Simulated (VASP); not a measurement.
# HfO2 (Fm-3m) in VASP: a series of runs

Runs on HfO2. Level: PBEsol. Tasks: single point.

Program: VASP 6.6.1. These are calculated values, not measurements. Logs are shortened: lines on timing, memory, paths and dates and some standing lists are left out, and cuts for length are marked.

### 1 The cell of the first run

It takes space group Fm-3m (No. 225, cubic). The conventional cell has a = 5.011 Å, b = 5.011 Å, c = 5.011 Å, α = 90.00°, β = 90.00°, γ = 90.00°. Hf (site symmetry m-3m) has 8 O at 2.17 Å within 2.9 Å. O (site symmetry -43m) has 4 Hf at 2.17 Å and 6 O at 2.51 Å within 2.9 Å.

### 2 Single point, PBEsol

The input, INCAR:

```
PREC = Accurate
ENCUT = 520
EDIFF = 1E-6
ISMEAR = 0
SIGMA = 0.01
LREAL = F
LASPH = T
NELM = 100
ALGO = Normal
ISIF = 2
LWAVE = F
LCHARG = T
GGA = PS
LELF = T
LVHAR = T
NBANDS = 18
```

The input, KPOINTS:

```
regular mesh
0
Gamma
  6 6 6
```

The input, POSCAR:

```
HfO2
1.0
    0.0000000000      2.5052914730      2.5052914730
    2.5052914730      0.0000000000      2.5052914730
    2.5052914730      2.5052914730      0.0000000000
Hf O
1 2
Direct
    0.0000000000      0.0000000000      0.0000000000
    0.2500000000      0.2500000000      0.2500000000
    0.7500000000      0.7500000000      0.7500000000
```

Potentials or basis: VASP PAW PBE potentials, release 64 (Hf_pv, O).

The run is started by

```
$ cat potpaw_PBE.64/Hf_pv/POTCAR potpaw_PBE.64/O/POTCAR > POTCAR
$ mpirun -np 1 vasp_std > vasp.out
```

OUTCAR:

```text
PREC = Accurate
   ENCUT = 520
   EDIFF = 1E-6
   ISMEAR = 0
   LREAL = F
   LASPH = T
   NELM = 100
   ISIF = 2
   GGA = PS

 ion  position               nearest neighbor table
   1  0.000  0.000  0.000-   2 2.17   3 2.17   3 2.17   3 2.17   3 2.17   2 2.17   2 2.17   2 2.17

   2  0.250  0.250  0.250-   1 2.17   1 2.17   1 2.17   1 2.17
   3  0.750  0.750  0.750-   1 2.17   1 2.17   1 2.17   1 2.17

  LATTYP: Found a face centered cubic cell.
 ALAT       =     5.0105829460

  Lattice vectors:

 A1 = (   0.0000000000,   2.5052914730,   2.5052914730)
 A2 = (   2.5052914730,   0.0000000000,   2.5052914730)
 A3 = (   2.5052914730,   2.5052914730,   0.0000000000)

Analysis of symmetry for initial positions (statically):
=====================================================================
 Subroutine PRICEL returns:
 Original cell was already a primitive cell.

 Routine SETGRP: Setting up the symmetry group for a
 face centered cubic supercell.

 Subroutine GETGRP returns: Found 48 space group operations
 (whereof 48 operations were pure point group operations)
 out of a pool of 48 trial point group operations.

The static configuration has the point symmetry O_h .

Analysis of symmetry for dynamics (positions and initial velocities):
=====================================================================
 Subroutine PRICEL returns:
 Original cell was already a primitive cell.

 Routine SETGRP: Setting up the symmetry group for a
 face centered cubic supercell.

 Subroutine GETGRP returns: Found 48 space group operations
 (whereof 48 operations were pure point group operations)
 out of a pool of 48 trial point group operations.

The dynamic configuration has the point symmetry O_h .

 Subroutine INISYM returns: Found 48 space group operations
 (whereof 48 operations are pure point group operations),
 and found     1 'primitive' translations

----------------------------------------------------------------------------------------

                                     Primitive cell

  volume of cell :      31.4489

  direct lattice vectors                    reciprocal lattice vectors
     0.000000000  2.505291473  2.505291473    -0.199577576  0.199577576  0.199577576
     2.505291473  0.000000000  2.505291473     0.199577576 -0.199577576  0.199577576
     2.505291473  2.505291473  0.000000000     0.199577576  0.199577576 -0.199577576

  length of vectors
     3.543017179  3.543017179  3.543017179     0.345678502  0.345678502  0.345678502

  position of ions in fractional coordinates (direct lattice)
     0.000000000  0.000000000  0.000000000
     0.250000000  0.250000000  0.250000000
     0.750000000  0.750000000  0.750000000

  ion indices of the primitive-cell ions
   primitive index   ion index
                 1           1
                 2           2
                 3           3

----------------------------------------------------------------------------------------

 KPOINTS: regular mesh

Automatic generation of k-mesh.
 Grid dimensions read from file:
 generate k-points for:    6    6    6

 Generating k-lattice:

  Cartesian coordinates                     Fractional coordinates (reciprocal lattice)
    -0.033262929  0.033262929  0.033262929     0.166666667  0.000000000  0.000000000
     0.033262929 -0.033262929  0.033262929     0.000000000  0.166666667  0.000000000
     0.033262929  0.033262929 -0.033262929     0.000000000  0.000000000  0.166666667

  Length of vectors
     0.057613084  0.057613084  0.057613084

  Shift w.r.t. Gamma in fractional coordinates (k-lattice)
     0.000000000  0.000000000  0.000000000

 Subroutine IBZKPT returns following result:
 ===========================================

 Found     16 irreducible k-points:

 Following reciprocal coordinates:
            Coordinates               Weight
  0.000000  0.000000  0.000000      1.000000
  0.166667  0.000000  0.000000      8.000000
  0.333333  0.000000  0.000000      8.000000
  0.500000  0.000000  0.000000      4.000000
  0.166667  0.166667  0.000000      6.000000
  0.333333  0.166667  0.000000     24.000000
[... 8 lines left out ...]
 -0.333333  0.333333  0.166667     24.000000
 -0.333333  0.500000  0.166667     12.000000
   k-points           NKPTS =     16   k-points in BZ     NKDIM =     16   number of bands    NBANDS=     18
   number of dos      NEDOS =    301   number of ions     NIONS =      3
   total plane-waves  NPLWV =  21952
   dimension x,y,z NGX =    28 NGY =   28 NGZ =   28
   dimension x,y,z NGXF=    56 NGYF=   56 NGZF=   56
   ions per type =               1   2
   NGX,Y,Z   is equivalent  to a cutoff of  13.14, 13.14, 13.14 a.u.
   NGXF,Y,Z  is equivalent  to a cutoff of  26.28, 26.28, 26.28 a.u.
 SYSTEM =  unknown system
   PREC   = accura    normal or accurate (medium, high low for compatibility)
   ISTART =      0    job   : 0-new  1-cont  2-samecut
   ICHARG =      2    charge: 1-file 2-atom 10-const
   ISPIN  =      1    spin polarized calculation?
   LNONCOLLINEAR =      F non collinear calculations
   LSORBIT =      F    spin-orbit coupling
   LASPH  =      T    aspherical Exc in radial PAW
   ENCUT  =  520.0 eV  38.22 Ry    6.18 a.u.   6.59  6.59  6.59*2*pi/ulx,y,z
   NELM   =    100;   NELMIN=  2; NELMDL= -5     # of ELM steps
   EDIFF  = 0.1E-05   stopping-criterion for ELM
   LREAL  =      F    real-space projection
   EDIFFG = 0.1E-04   stopping-criterion for IOM
   NSW    =      0    number of steps for IOM
   IBRION =     -1    ionic relax: 0-MD 1-quasi-New 2-CG
   NFREE  =      0    steps in history (QN), initial steepest desc. (CG)
   ISIF   =      2    stress and relaxation
   ISYM   =      2    0-nonsym 1-usesym 2-fastsym
   POTIM  = 0.5000    time-step for ionic-motion
   TEBEG  =    0.0;   TEEND  =   0.0 temperature during run
   PSTRESS=    0.0 pullay stress
   NELECT =      22.0000    total number of electrons
   NUPDOWN=      -1.0000    fix difference up-down
   EMIN   =  10.00;   EMAX   =-10.00  energy-range for DOS
   EFERMI =   0.00;   METHOD = LEGACY
   ISMEAR =     0;   SIGMA  =   0.01  broadening in eV -4-tet -1-fermi 0-gaus
   EFERMI_NEDOS =   21; number of points for ismear=-14 and -15
   IALGO  =     38    algorithm
   IMIX   =      4    mixing-type and parameters
     AMIX     =   0.40;   BMIX     =  1.00
     AMIX_MAG =   1.60;   BMIX_MAG =  1.00
  volume/ion in A,a.u.               =      10.48        70.74
  Fermi-wavevector in a.u.,A,eV,Ry     =   1.453274  2.746289 28.735572  2.112005
  Thomas-Fermi vector in A             =   2.570559
   LORBIT       =      0    0 simple, 1 ext, 2 COOP (PROOUT), +10 PAW based schemes
   GGA     = PS    functional components
   LHFCALC =     F    Hartree Fock is set to
   AEXX    =    0.0000 exact exchange contribution
   IVDW    =     0    specifies the selected vdW correction
   LEPSILON=     F    determine dielectric tensor
   LRPA    =     F    only Hartree local field effects (RPA)
 non-spin polarized calculation
 Gauss-broadening in eV      SIGMA  =   0.01
  energy-cutoff  :      520.00
  volume of cell :       31.45
 maximum number of plane-waves:       869
 NGX is ok and might be reduce to    28
   NGX = 13   NGY = 13   NGZ = 13

 number of electron      21.9999998 magnetization

 Free energy of the ion-electron system (eV)
  ---------------------------------------------------
  ext. energy  EPLUGINS =         0.00000000
  ---------------------------------------------------
  free energy    TOTEN  =       -31.63585449 eV

  energy without entropy =      -31.63585449  energy(sigma->0) =      -31.63585449

 E-fermi :   4.5672     XC(G=0): -12.2948

 val. band max:        4.4389115915   @ k =   0.5000   0.5000   0.0000
 cond. band min:       8.2007113524   @ k =   0.5000   0.5000   0.0000
 fundamental gap:      3.7617997609
 Fermi energy:         4.5672116997

 k-point     1 :       0.0000    0.0000    0.0000
  band No.  band energies     occupation
      1     -25.0281      2.00000
      2     -25.0281      2.00000
      3     -25.0281      2.00000
      4     -14.4751      2.00000
      5     -11.1930      2.00000
      6      -1.1852      2.00000
[... 10 lines left out ...]
     17      15.3095      0.00000
     18      18.2425      0.00000

 k-point     2 :       0.1667    0.0000    0.0000
  band No.  band energies     occupation
      1     -25.1669      2.00000
      2     -25.0431      2.00000
      3     -25.0431      2.00000
      4     -14.0808      2.00000
      5     -11.5050      2.00000
      6      -0.9133      2.00000
[... 10 lines left out ...]
     17      14.8363      0.00000
     18      17.9226      0.00000

 k-point     3 :       0.3333    0.0000    0.0000
  band No.  band energies     occupation
      1     -25.4260      2.00000
      2     -25.0727      2.00000
      3     -25.0727      2.00000
      4     -13.3704      2.00000
      5     -11.9077      2.00000
      6      -0.3650      2.00000
[... 10 lines left out ...]
     17      14.2808      0.00000
     18      16.8728      0.00000

 k-point     4 :       0.5000    0.0000    0.0000
  band No.  band energies     occupation
      1     -25.5476      2.00000
      2     -25.0875      2.00000
      3     -25.0875      2.00000
      4     -13.1641      2.00000
      5     -11.8925      2.00000
      6      -0.1130      2.00000
[... 207 lines left out ...]
      4     -12.6825      2.00000
      5     -12.2766      2.00000
      6      -0.7874      2.00000
[... 10 lines left out ...]
     17      15.5415      0.00000
     18      18.0272      0.00000

 k-point    15 :      -0.3333    0.3333    0.1667
  band No.  band energies     occupation
      1     -25.4342      2.00000
      2     -25.3101      2.00000
      3     -25.1443      2.00000
      4     -12.5405      2.00000
      5     -12.2200      2.00000
      6      -0.7738      2.00000
[... 10 lines left out ...]
     17      16.3239      0.00000
     18      18.0186      0.00000

 k-point    16 :      -0.3333    0.5000    0.1667
  band No.  band energies     occupation
      1     -25.4802      2.00000
      2     -25.2797      2.00000
      3     -25.1776      2.00000
      4     -12.4659      2.00000
      5     -12.1891      2.00000
      6      -1.7174      2.00000
[... 10 lines left out ...]
     17      17.6205      0.00000
     18      18.1140      0.00000

------------------------ aborting loop because EDIFF is reached ----------------------------------------

  FORCE on cell =-STRESS in cart. coord.  units (eV):
  Direction    XX          YY          ZZ          XY          YZ          ZX
  --------------------------------------------------------------------------------------
  -------------------------------------------------------------------------------------
  Total        0.3114005      0.3114005      0.3114005      0.0000000      0.0000000     -0.0000000
  in kB       15.8644522     15.8644522     15.8644522      0.0000000      0.0000000     -0.0000000
  external PRESSURE =      15.8644522 kB  Pullay stress =       0.0000000 kB

 VOLUME and BASIS-vectors are now :
 -----------------------------------------------------------------------------
  energy-cutoff  :      520.00
  volume of cell :       31.45
      direct lattice vectors                 reciprocal lattice vectors
     0.000000000  2.505291473  2.505291473    -0.199577576  0.199577576  0.199577576
     2.505291473  0.000000000  2.505291473     0.199577576 -0.199577576  0.199577576
     2.505291473  2.505291473  0.000000000     0.199577576  0.199577576 -0.199577576

 POSITION                                       TOTAL-FORCE (eV/Angst)
 -----------------------------------------------------------------------------------
      0.00000      0.00000      0.00000         0.000000     -0.000000      0.000000
      1.25265      1.25265      1.25265         0.000000      0.000000      0.000000
      3.75794      3.75794      3.75794        -0.000000     -0.000000     -0.000000
 -----------------------------------------------------------------------------------
    total drift:                                0.000000      0.000000      0.000000

  FREE ENERGIE OF THE ION-ELECTRON SYSTEM (eV)
  ---------------------------------------------------
  free  energy   TOTEN  =       -31.6358544886 eV

  energy  without entropy=      -31.6358544886  energy(sigma->0) =      -31.63585449
```

Run time: 15 s. Hardware: 1 thread of Intel Xeon Platinum 8259CL at 2.50GHz (Skylake/Cascade Lake), shared host; peak memory 0.16 GiB.

What came out:

| Item | Value |
| --- | --- |
| Free energy | -31.6359 eV |
| Pressure | 1.6 GPa |
| Band gap on the k mesh | 3.76 eV, direct |

Caveat: the PAW data sets were made with another functional, which shifts forces and pressure a little; spin-orbit coupling is left out, which moves the levels of the heavy elements.

### 3 Single point, PBEsol

This run uses another cell than the first one, of 10.71 Å³/atom, 1.021 times its volume.

The input, INCAR:

```
SYSTEM = HfO2
PREC = Accurate ; ENCUT = 520
EDIFF = 1E-7 ; ISMEAR = 0
SIGMA = 0.01 ; LREAL = .False.
LASPH = .True. ; NELM = 80
ALGO = Normal ; ISIF = 2
LWAVE = .False. ; LCHARG = .False.
GGA = PS ; NBANDS = 18
```

The input, KPOINTS:

```
Automatic mesh
0
Gamma
  6 6 6
  0 0 0
```

The input, POSCAR:

```
HfO2
1.0
    0.0000000000      2.5229349520      2.5229349520
    2.5229349520      0.0000000000      2.5229349520
    2.5229349520      2.5229349520      0.0000000000
Hf O
1 2
Direct
    0.0000000000      0.0000000000      0.0000000000
    0.2500000000      0.2500000000      0.2500000000
    0.7500000000      0.7500000000      0.7500000000
```

Potentials or basis: VASP PAW PBE potentials, release 64 (Hf_pv, O).

The run is started by

```
$ cat potpaw_PBE.64/Hf_pv/POTCAR potpaw_PBE.64/O/POTCAR > POTCAR
$ mpirun -np 1 vasp_std > vasp.out
```

Run time: 20 s. Hardware: 1 thread of Intel Xeon Platinum 8259CL at 2.50GHz (Skylake/Cascade Lake), shared host; peak memory 0.16 GiB.

The run converged. Its results:

* Free energy: -31.6314 eV
* Pressure: -4.0 GPa
* Band gap on the k mesh: 3.71 eV, direct

Levels at points of the mesh, in eV from the valence-band top:
```
           k point  band 9  band 10  band 11  band 12  band 13  band 14
(0.00, 0.00, 0.00)   -0.62    -0.62    -0.62     3.81     3.81     5.76
(0.50, 0.00, 0.00)   -2.81    -1.87    -1.87     4.57     4.57     7.09
(0.50, 0.50, 0.00)   -1.57    -1.57     0.00     3.71     5.51     6.73
```

Caveat: the PAW data sets were made with another functional, which shifts forces and pressure a little; spin-orbit coupling is left out, which moves the levels of the heavy elements.
